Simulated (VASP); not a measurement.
The system is WS2.

```
W S
1.0
     3.18000    0.00000    0.00000
    -1.59000    2.75396    0.00000
     0.00000    0.00000   12.50000
W S
2 4
Cartesian
  0.0000 1.8360 3.1250
  1.5900 0.9180 9.3750
  0.0000 1.8360 7.8125
  1.5900 0.9180 1.5625
  0.0000 1.8360 10.9375
  1.5900 0.9180 4.6875
```

| Item | Value |
| --- | --- |
| Program | VASP 6.6.1 |
| Task | relaxation of cell and atoms |
| Functional | PBE |
| Dispersion | D3(BJ) |
| Potentials or basis | VASP PAW PBE potentials, release 64 (W_sv, S) |
| Cutoff | 600 eV |
| k mesh | 12 × 12 × 4 |
| Occupations | gaussian, width 0.02 eV |
| Spin | no spin polarisation |

At the start: pressure -1.5 GPa; volume 18.24 Å³/atom.

Where does the relaxation end?

Over 15 steps the energy falls by 5.5 meV/atom and the volume is 17.43 Å³/atom (-4.4 %); space group P6_3/mmc (No. 194, to 0.1 Å) before and after.

The path:
```tsv
step	energy change (eV)	largest force (eV/Å)	pressure (GPa)	volume (Å³)
1	0.0000	0.1376	-1.52	109.47
2	-0.0074	0.3285	1.82	106.74
3	-0.0119	0.2549	0.51	107.76
4	-0.0147	0.0702	-0.67	107.54
5	-0.0164	0.0521	-0.23	107.62
6	-0.0201	0.0483	-0.20	107.23
7	-0.0288	0.0381	-0.08	106.02
8	-0.0308	0.0147	0.36	103.62
9	-0.0329	0.0324	0.16	104.69
10	-0.0329	0.0307	0.18	104.57
11	-0.0303	0.1522	-1.07	104.93
12	-0.0330	0.0024	-0.01	104.62
13	-0.0330	0.0018	-0.01	104.62
14	-0.0330	0.0016	0.02	104.59
15	-0.0330	0.0000	0.00	104.61
```

Final structure:
```
W S
1.0
     3.15419    0.00000    0.00000
    -1.57709    2.73161    0.00000
     0.00000    0.00000   12.14090
W S
2 4
Direct
  0.33333 0.66667 0.25000
  0.66667 0.33333 0.75000
  0.33333 0.66667 0.62029
  0.66667 0.33333 0.12029
  0.33333 0.66667 0.87971
  0.66667 0.33333 0.37971
```
